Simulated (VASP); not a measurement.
A run of VASP 6.6.1 is set up as follows.

INCAR

```
SYSTEM = CdS
PREC = Accurate ; ENCUT = 520
EDIFF = 1E-7 ; ISMEAR = 0
SIGMA = 0.01 ; LREAL = .False.
LASPH = .True. ; NELM = 60
ALGO = Normal ; ISIF = 2
LWAVE = .False. ; LCHARG = .False.
GGA = RP ; IVDW = 12
NBANDS = 26
```

KPOINTS

```
Automatic mesh
0
Gamma
  7 7 4
  0 0 0
```

Contents of POSCAR:

```
CdS
1.0
    4.1500000000      0.0000000000      0.0000000000
   -2.0750000000      3.5940054257      0.0000000000
    0.0000000000      0.0000000000      6.7370000000
Cd S
2 2
Direct
    0.6666666667      0.3333333333      0.5000000000
    0.3333333333      0.6666666667      0.0000000000
    0.6666666667      0.3333333333      0.8750000000
    0.3333333333      0.6666666667      0.3750000000
```

Potentials or basis: VASP PAW PBE potentials, release 64 (Cd, S).

The run is started by

```sh
$ cat potpaw_PBE.64/Cd/POTCAR potpaw_PBE.64/S/POTCAR > POTCAR
$ mpirun -np 1 vasp_std > vasp.out
```

Task: Estimate the dispersion energy per atom.

Result: -1.150 eV.

Task: Predict the largest force.

Result: 0.090 eV/Å.

Task: Estimate the band gap on the k mesh.

Result: 1.38 eV.

Task: Predict the pressure.

Result: -4.0 GPa.

Stress tensor (GPa, compression positive):
```
-4.18  0.00  0.00
 0.00 -4.18  0.00
 0.00  0.00 -3.77
```

Caveat: the cell stands under tension; the dispersion term is far too large for a dense solid, which distorts pressure and volume; the PAW data sets were made with another functional, which shifts forces and pressure a little.
